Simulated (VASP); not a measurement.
# AlN (P6_3mc) in VASP: a series of runs, part 2 of 2

VASP 6.6.1. Earlier steps stand in the parts before.

## 5. Single point, BLYP+D4

This run uses another cell than the first one, of 10.30 Å³/atom, 0.929 times its volume.

Contents of INCAR:

```
SYSTEM = AlN
PREC = Accurate
ENCUT = 520
EDIFF = 1E-6
ISMEAR = -1
SIGMA = 0.05
LREAL = .False.
LASPH = .True.
NELM = 80
ALGO = Normal
ISIF = 2
LWAVE = .False.
LCHARG = .True.
GGA = B5
ALDAX = 1.0
AGGAX = 1.0
AGGAC = 1.0
ALDAC = 0.0
IVDW = 13
VDW_S6 = 1.0
VDW_S8 = 2.34076671
VDW_A1 = 0.44488865
VDW_A2 = 4.0933009
LELF = .True.
LVHAR = .True.
NBANDS = 16
```

Contents of KPOINTS:

```
regular mesh
0
Gamma
  10 10 6
  0 0 0
```

Contents of POSCAR:

```
AlN
1.0
    3.0941989801      0.0000000000      0.0000000000
   -1.5470994901      2.6796549212      0.0000000000
    0.0000000000      0.0000000000      4.9672552732
Al N
2 2
Direct
    0.6666666667      0.3333333333      0.4994195567
    0.3333333333      0.6666666667     -0.0005804433
    0.6666666667      0.3333333333      0.8805804433
    0.3333333333      0.6666666667      0.3805804433
```

Potentials or basis: VASP PAW PBE potentials, release 64 (Al, N).

Launch:

```console
cat potpaw_PBE.64/Al/POTCAR potpaw_PBE.64/N/POTCAR > POTCAR
mpirun -np 1 vasp_std > vasp.out
```

OUTCAR:

```text
SYSTEM = AlN
   PREC = Accurate
   ENCUT = 520
   EDIFF = 1E-6
   ISMEAR = -1
   LREAL = .False.
   LASPH = .True.
   NELM = 80
   ISIF = 2
   GGA = B5
   IVDW = 13

 ion  position               nearest neighbor table
   1  0.667  0.333  0.499-   4 1.88   4 1.88   4 1.88   3 1.89   2 3.06   2 3.06   2 3.06   2 3.06
                             2 3.06   2 3.06
   2  0.333  0.667  0.999-   3 1.88   3 1.88   3 1.88   4 1.89   1 3.06   1 3.06   1 3.06   1 3.06
                             1 3.06   1 3.06
   3  0.667  0.333  0.881-   2 1.88   2 1.88   2 1.88   1 1.89
   4  0.333  0.667  0.381-   1 1.88   1 1.88   1 1.88   2 1.89

[... 663 lines left out ...]
  --------------------------------------------------------------------------------------
  -------------------------------------------------------------------------------------
  Total       0.13843     0.13843     0.13810    -0.00000     0.00000     0.00000
  in kB       5.38532     5.38532     5.37213    -0.00000     0.00000     0.00000
  external pressure =        5.38 kB  Pullay stress =        0.00 kB

 VOLUME and BASIS-vectors are now :
 -----------------------------------------------------------------------------
  energy-cutoff  :      520.00
  volume of cell :       41.19
      direct lattice vectors                 reciprocal lattice vectors
     3.094198980  0.000000000  0.000000000     0.323185421  0.186591190  0.000000000
    -1.547099490  2.679654921  0.000000000     0.000000000  0.373182380  0.000000000
     0.000000000  0.000000000  4.967255273     0.000000000  0.000000000  0.201318423

 POSITION                                       TOTAL-FORCE (eV/Angst)
 -----------------------------------------------------------------------------------
      1.54710      0.89322      2.48074         0.000000     -0.000000      0.000385
     -0.00000      1.78644      4.96437        -0.000000      0.000000      0.000385
      1.54710      0.89322      4.37407         0.000000      0.000000     -0.000385
     -0.00000      1.78644      1.89044        -0.000000     -0.000000     -0.000385
 -----------------------------------------------------------------------------------
    total drift:                               -0.000000      0.000000     -0.000543

  FREE ENERGIE OF THE ION-ELECTRON SYSTEM (eV)
  ---------------------------------------------------
  free  energy   TOTEN  =       -30.1978523036 eV

  energy  without entropy=      -30.1978523035  energy(sigma->0) =      -30.19785230
```

Wall time 68 s (1 thread of AMD EPYC 7R43 (Zen 3), shared host); peak memory 0.13 GiB.

What came out:

| Quantity | Value |
| --- | --- |
| Free energy | -30.1979 eV |
| Pressure | 0.5 GPa |
| Band gap on the k mesh | 4.63 eV, direct |
| Dispersion energy per atom | -0.596 eV |

Caveat: the PAW data sets were made with another functional, which shifts forces and pressure a little.

## 6. Single point, PBE

This run uses another cell than the first one, of 10.45 Å³/atom, 0.943 times its volume.

Contents of INCAR:

```
ALGO = Normal
EDIFF = 1E-7
ENCUT = 520
GGA = PE
ISIF = 2
ISMEAR = 0
LASPH = T
LCHARG = T
LELF = T
LREAL = F
LVHAR = T
LWAVE = F
NBANDS = 16
NELM = 80
PREC = Accurate
SIGMA = 0.028999999999999998
```

Contents of KPOINTS:

```
k-points
0
Gamma
  10 10 6
```

Contents of POSCAR:

```
AlN
1.0
    3.1130000000      0.0000000000      0.0000000000
   -1.5565000000      2.6959370820      0.0000000000
    0.0000000000      0.0000000000      4.9810000000
Al N
2 2
Direct
    0.6666666667      0.3333333333      0.5000000000
    0.3333333333      0.6666666667      0.0000000000
    0.6666666667      0.3333333333      0.8800000000
    0.3333333333      0.6666666667      0.3800000000
```

Potentials or basis: VASP PAW PBE potentials, release 64 (Al, N).

Launch:

```console
cat potpaw_PBE.64/Al/POTCAR potpaw_PBE.64/N/POTCAR > POTCAR
mpirun -np 1 vasp_std > vasp.out
```

It took 69 s on 1 thread of AMD EPYC 7R43 (Zen 3), shared host; peak memory 0.13 GiB.

Results (log left out):

```yaml
Free_energy: -29.7713 eV
Pressure: 3.5 GPa
Largest_force: 0.129 eV/Å
Band_gap_on_the_k_mesh: 4.22 eV, direct
```

Forces in eV/Å, atoms in the order of the input:
```
Al   0.000  0.000 -0.129
Al   0.000  0.000 -0.129
N    0.000  0.000  0.129
N    0.000  0.000  0.129
```

Stress tensor (GPa, compression positive):
```
2.90 0.00 0.00
0.00 2.90 0.00
0.00 0.00 4.56
```

Levels at points of the mesh, in eV from the valence-band top:
| k point | band 6 | band 7 | band 8 | band 9 | band 10 | band 11 |
| --- | --- | --- | --- | --- | --- | --- |
| (0.00, 0.00, 0.00) | -0.18 | -0.18 | 0.00 | 4.22 | 6.66 | 10.61 |
| (0.50, 0.00, 0.00) | -2.06 | -1.77 | -0.66 | 5.82 | 5.83 | 8.20 |
| (0.00, 0.00, 0.50) | -0.52 | -0.52 | -0.52 | 6.47 | 6.47 | 10.34 |
| (0.50, 0.00, 0.50) | -1.43 | -1.35 | -1.35 | 5.33 | 5.33 | 9.29 |

## 7. Overview

```csv
level,potentials or basis,cell,smearing,gap on the mesh (eV),pressure (GPa),largest force (eV/Å)
LDA,"VASP PAW LDA potentials, release 64 (Al, N)","a = 3.174, b = 3.174, c = 5.079 Å, angles 90.0, 90.0, 120.0°, 4 atoms",fermi-dirac 0.05 eV,3.74,-14.3,0.08
PBEsol,"VASP PAW PBE potentials, release 64 (Al, N)","a = 3.174, b = 3.174, c = 5.079 Å, angles 90.0, 90.0, 120.0°, 4 atoms",fermi-dirac 0.05 eV,3.65,-10.3,0.09
BLYP+D3(BJ),"VASP PAW PBE potentials, release 64 (Al, N)","a = 3.096, b = 3.096, c = 4.969 Å, angles 90.0, 90.0, 120.0°, 4 atoms",fermi-dirac 0.05 eV,4.62,0.5,-
BLYP+D4,"VASP PAW PBE potentials, release 64 (Al, N)","a = 3.094, b = 3.094, c = 4.967 Å, angles 90.0, 90.0, 120.0°, 4 atoms",fermi-dirac 0.05 eV,4.63,0.5,-
PBE,"VASP PAW PBE potentials, release 64 (Al, N)","a = 3.113, b = 3.113, c = 4.981 Å, angles 90.0, 90.0, 120.0°, 4 atoms",gaussian 0.029 eV,4.22,3.5,0.13
```

Alike in all rows: task single point; no spin polarisation; k mesh 10 × 10 × 6; cutoff (eV) 520.

Caveats: the PAW data sets were made with another functional, which shifts forces and pressure a little (some runs).

Absolute energies hang on the potentials; compare differences alone.

## 8. How close it comes

Step 4. Measured gap of AlN: 6.0343 eV (an exciton energy, a little under the gap; 0 K; quoted in “Structural and optical properties of self-assembled AlN nanowires grown on SiO2/Si substrates by molecular beam epitaxy”, 2024, arxiv:2402.00216). This calculation gives 4.62 eV (-1.42 eV). 2 values of this kind are on record (6.034 to 6.0343 eV); this one was drawn at random. The value is that of BLYP+D3(BJ) on a finite k mesh, which can miss the band edges, without temperature or zero-point motion. Semilocal functionals fall short of measured gaps as a rule.

Step 5. Measured gap of AlN: 6.034 eV (an exciton energy, a little under the gap; 10 K; quoted in “Self-assembly of well-separated AlN nanowires directly on sputtered metallic TiN films”, 2019, arxiv:1910.07391). This calculation gives 4.63 eV (-1.40 eV). 2 values of this kind are on record (6.034 to 6.0343 eV); this one was drawn at random. The value is that of BLYP+D4 on a finite k mesh, which can miss the band edges, without temperature or zero-point motion. Semilocal functionals fall short of measured gaps as a rule.
